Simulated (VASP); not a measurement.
# LiCa16 in VASP: single point with PBE+D3(BJ)

Aim: the single point of LiCa16 with PBE+D3(BJ).

All numbers are computed with VASP 6.6.1; they aren't measurements. Logs are shortened: lines on timing, memory, paths and dates and some standing lists are left out, and cuts for length are marked.

## Step 1: The cell of the first run

The cell holds a slab with vacuum, 17 atoms: a = 11.160 Å, b = 7.891 Å, c = 16.918 Å, α = 90.00°, β = 90.00°, γ = 90.00°.

## Step 2: Single point, PBE+D3(BJ)

INCAR

```
SYSTEM = LiCa16
  PREC = Accurate
  ENCUT = 520
  EDIFF = 1E-6
  ISMEAR = 0
  SIGMA = 0.15
  LREAL = Auto
  LASPH = .True.
  NELM = 100
  ALGO = Normal
  ISIF = 2
  LWAVE = .False.
  LCHARG = .False.
  GGA = PE
  IVDW = 12
  NBANDS = 96
```

KPOINTS

```
Automatic mesh
0
Gamma
  2 2 1
  0 0 0
```

POSCAR

```
LiCa16
1.0
   11.1600000000      0.0000000000      0.0000000000
    0.0000000000      7.8913120000      0.0000000000
    0.0000000000      0.0000000000     16.9184840000
Ca Li
16 1
Direct
    0.2500000000      0.2500000000      0.0591070098
    0.7500000000      0.2500000000      0.0591070098
    0.2500000000      0.7500000000      0.0591070098
    0.7500000000      0.7500000000      0.0591070098
   -0.0022960573     -0.0007946714      0.1721181401
    0.5023025090     -0.0007760433      0.1721336853
    0.0020310932      0.4974169061      0.1682850544
    0.4979755376      0.4974219750      0.1683106477
    0.2500141577      0.2324477856      0.2785721818
    0.7500170251      0.2534679911      0.2842277121
    0.2500299283      0.7457029959      0.2784815708
    0.7499979391      0.7371250814      0.2767488505
   -0.0213344982     -0.0246288577      0.3958595817
    0.5213340502     -0.0245215244      0.3958560944
    0.0166520609      0.4838555363      0.3888434685
    0.4835059140      0.4839398062      0.3889302375
    0.7498499104      0.6368392227      0.4618882519
```

Potentials or basis: VASP PAW PBE potentials, release 64 (Ca_sv, Li_sv).

On the command line:

```console
$ cat potpaw_PBE.64/Ca_sv/POTCAR potpaw_PBE.64/Li_sv/POTCAR > POTCAR
$ mpirun -np 1 vasp_std > vasp.out
```

OUTCAR:

```text
SYSTEM = LiCa16
   PREC = Accurate
   ENCUT = 520
   EDIFF = 1E-6
   ISMEAR = 0
   LREAL = Auto
   LASPH = .True.
   NELM = 100
   ISIF = 2
   GGA = PE
   IVDW = 12
 IVDW          = 12

 ion  position               nearest neighbor table
   1  0.250  0.250  0.059-
   2  0.750  0.250  0.059-
   3  0.250  0.750  0.059-
   4  0.750  0.750  0.059-
   5  0.998  0.999  0.172-
   6  0.502  0.999  0.172-
[... 9 lines left out ...]
  16  0.484  0.484  0.389-
  17  0.750  0.637  0.462-

  LATTYP: Found a simple orthorhombic cell.
 ALAT       =     7.8913120000
 B/A-ratio  =     1.4142135047
 C/A-ratio  =     2.1439380422

  Lattice vectors:

 A1 = (   0.0000000000,  -7.8913120000,   0.0000000000)
 A2 = (  11.1600000000,   0.0000000000,   0.0000000000)
 A3 = (   0.0000000000,   0.0000000000,  16.9184840000)

Analysis of symmetry for initial positions (statically):
=====================================================================
 Subroutine PRICEL returns:
 Original cell was already a primitive cell.

 Routine SETGRP: Setting up the symmetry group for a
 simple orthorhombic supercell.

 Subroutine GETGRP returns: Found  1 space group operations
 (whereof  1 operations were pure point group operations)
 out of a pool of  8 trial point group operations.

The static configuration has the point symmetry C_1 .

Analysis of symmetry for dynamics (positions and initial velocities):
=====================================================================
 Subroutine PRICEL returns:
 Original cell was already a primitive cell.

 Routine SETGRP: Setting up the symmetry group for a
 simple orthorhombic supercell.

 Subroutine GETGRP returns: Found  1 space group operations
 (whereof  1 operations were pure point group operations)
 out of a pool of  8 trial point group operations.

The dynamic configuration has the point symmetry C_1 .

 Subroutine INISYM returns: Found  1 space group operations
 (whereof  1 operations are pure point group operations),
 and found     1 'primitive' translations

----------------------------------------------------------------------------------------

                                     Primitive cell

  volume of cell :    1489.9608

  direct lattice vectors                    reciprocal lattice vectors
    11.160000000  0.000000000  0.000000000     0.089605735  0.000000000  0.000000000
[... 100 lines left out ...]
   NFREE  =      0    steps in history (QN), initial steepest desc. (CG)
   ISIF   =      2    stress and relaxation
   ISYM   =      2    0-nonsym 1-usesym 2-fastsym
   POTIM  = 0.5000    time-step for ionic-motion
   TEBEG  =    0.0;   TEEND  =   0.0 temperature during run
   PSTRESS=    0.0 pullay stress
   NELECT =     163.0000    total number of electrons
   NUPDOWN=      -1.0000    fix difference up-down
   EMIN   =  10.00;   EMAX   =-10.00  energy-range for DOS
   EFERMI =   0.00;   METHOD = LEGACY
   ISMEAR =     0;   SIGMA  =   0.15  broadening in eV -4-tet -1-fermi 0-gaus
   EFERMI_NEDOS =   21; number of points for ismear=-14 and -15
   IALGO  =     38    algorithm
   IMIX   =      4    mixing-type and parameters
     AMIX     =   0.40;   BMIX     =  1.00
     AMIX_MAG =   1.60;   BMIX_MAG =  1.00
  volume/ion in A,a.u.               =      87.64       591.46
  Fermi-wavevector in a.u.,A,eV,Ry     =   0.782971  1.479601  8.340967  0.613044
  Thomas-Fermi vector in A             =   1.886804
   LORBIT       =      0    0 simple, 1 ext, 2 COOP (PROOUT), +10 PAW based schemes
   GGA     = PE    functional components
   LHFCALC =     F    Hartree Fock is set to
   AEXX    =    0.0000 exact exchange contribution
   IVDW    =    12    specifies the selected vdW correction
   LEPSILON=     F    determine dielectric tensor
   LRPA    =     F    only Hartree local field effects (RPA)
 non-spin polarized calculation
 Gauss-broadening in eV      SIGMA  =   0.15
  energy-cutoff  :      520.00
  volume of cell :     1489.96
 maximum number of plane-waves:     40159
 NGX is ok and might be reduce to    84
   NGX = 41   NGY = 29   NGZ = 63

 number of electron     162.9999988 magnetization

 Free energy of the ion-electron system (eV)
  ---------------------------------------------------
  ext. energy  EPLUGINS =         0.00000000
  ---------------------------------------------------
  free energy    TOTEN  =       -27.27995355 eV

  energy without entropy =      -27.10465166  energy(sigma->0) =      -27.19230260

 E-fermi :  -0.4263     XC(G=0):  -4.6244

 val. band max:       -0.4358414270   @ k =   0.5000   0.0000   0.0000
 cond. band min:      -0.4203414602   @ k =   0.0000   0.5000   0.0000
 fundamental gap:      0.0154999668
 Fermi energy:        -0.4262951978

 k-point     1 :       0.0000    0.0000    0.0000
  band No.  band energies     occupation
      1     -47.8654      2.00000
      2     -43.2331      2.00000
      3     -43.2140      2.00000
      4     -43.2070      2.00000
      5     -43.1850      2.00000
      6     -43.1793      2.00000
[... 373 lines left out ...]
     92       0.1508      0.00000
     93       0.1948      0.00000
 [bands above 93 left out]

------------------------ aborting loop because EDIFF is reached ----------------------------------------

 Edisp (eV)   -2.60771

 E8    (eV) :    -1.3586

  FORCE on cell =-STRESS in cart. coord.  units (eV):
  Direction    XX          YY          ZZ          XY          YZ          ZX
  --------------------------------------------------------------------------------------
  -------------------------------------------------------------------------------------
  Total      -7.96973    -3.75398    -0.23335     0.00298     0.13859     0.00059
  in kB      -8.56997    -4.03671    -0.25093     0.00321     0.14903     0.00063
  external pressure =       -4.29 kB  Pullay stress =        0.00 kB

 VOLUME and BASIS-vectors are now :
 -----------------------------------------------------------------------------
  energy-cutoff  :      520.00
  volume of cell :     1489.96
      direct lattice vectors                 reciprocal lattice vectors
    11.160000000  0.000000000  0.000000000     0.089605735  0.000000000  0.000000000
     0.000000000  7.891312000  0.000000000     0.000000000  0.126721640  0.000000000
     0.000000000  0.000000000 16.918484000     0.000000000  0.000000000  0.059106951

 POSITION                                       TOTAL-FORCE (eV/Angst)
 -----------------------------------------------------------------------------------
      2.79000      1.97283      1.00000         0.000052     -0.032195     -0.038534
      8.37000      1.97283      1.00000        -0.000129     -0.004740      0.065958
      2.79000      5.91848      1.00000         0.000075      0.040590     -0.020297
      8.37000      5.91848      1.00000        -0.000163      0.001747     -0.020924
     11.13438      7.88504      2.91198         0.002056     -0.001735     -0.000854
      5.60570      7.88519      2.91224        -0.002042     -0.001983     -0.001688
[... 9 lines left out ...]
      5.39593      3.81892      6.58011         0.013771     -0.011947      0.001955
      8.36833      5.02550      7.81445         0.004587      0.077763      0.010094
 -----------------------------------------------------------------------------------
    total drift:                                0.001383      0.000123     -0.000157

  FREE ENERGIE OF THE ION-ELECTRON SYSTEM (eV)
  ---------------------------------------------------
  free  energy   TOTEN  =       -29.8876589075 eV

  energy  without entropy=      -29.7123570206  energy(sigma->0) =      -29.80000796
```

OSZICAR:

```text
N       E                     dE             d eps       ncg     rms          rms(c)
DAV:   1     0.139064635948E+04    0.13906E+04   -0.77636E+04  1008   0.137E+03
DAV:   2     0.842206173929E+02   -0.13064E+04   -0.12894E+04   792   0.418E+02
DAV:   3    -0.908512559322E+01   -0.93306E+02   -0.91161E+02  1176   0.712E+01
DAV:   4    -0.292730745049E+02   -0.20188E+02   -0.19941E+02  1472   0.277E+01
[... 12 lines left out ...]
DAV:  17    -0.272799015115E+02   -0.34239E-03   -0.29167E-04   792   0.300E-02    0.646E-03
DAV:  18    -0.272799472259E+02   -0.45714E-04   -0.79863E-05   720   0.172E-02    0.344E-03
DAV:  19    -0.272799517436E+02   -0.45176E-05   -0.16551E-05   744   0.700E-03    0.247E-03
DAV:  20    -0.272799528142E+02   -0.10706E-05   -0.16602E-06   600   0.387E-03    0.925E-04
DAV:  21    -0.272799535479E+02   -0.73367E-06   -0.91936E-07   576   0.237E-03
   1 F= -.29887659E+02 E0= -.29800008E+02  d E =-.175302E+00
```

stdout:

```text
POSCAR found type information on POSCAR CaLi
 POSCAR found :  2 types and      17 ions
 scaLAPACK will be used
 LDA part: xc-table for (Slater+PW92), standard interpolation
 POSCAR, INCAR and KPOINTS ok, starting setup
 FFT: planning ... GRIDC
 FFT: planning ... GRID_SOFT
 FFT: planning ... GRID
 WAVECAR not read
 entering main loop
```

Run time: 25 min. Hardware: 1 thread of Intel Xeon 6975P-C (Granite Rapids), shared host; peak memory 1.3 GiB.

Results:

```
Free energy                : -29.8877 eV
Largest force              : 0.079 eV/Å
Dispersion energy per atom : -0.153 eV
```

Forces on the atoms (eV/Å):
```
Ca   0.000 -0.032 -0.039
Ca   0.000 -0.005  0.066
Ca   0.000  0.041 -0.020
Ca   0.000  0.002 -0.021
Ca   0.002 -0.002 -0.001
Ca  -0.002 -0.002 -0.002
Ca   0.002 -0.002 -0.001
Ca  -0.002 -0.002 -0.001
Ca   0.001 -0.004  0.004
Ca   0.000 -0.008 -0.003
Ca   0.000 -0.009  0.003
Ca   0.000 -0.003 -0.010
Ca  -0.004 -0.013  0.003
Ca   0.005 -0.014  0.003
Ca  -0.019 -0.011  0.005
Ca   0.014 -0.012  0.002
Li   0.005  0.078  0.010
```

Caveat: the k points lie up to 0.40 Å⁻¹ apart; the cutoff is under 1.25 times the usual one of these potentials, so pressure, stress and relaxed cells hold a basis-set (Pulay) error.
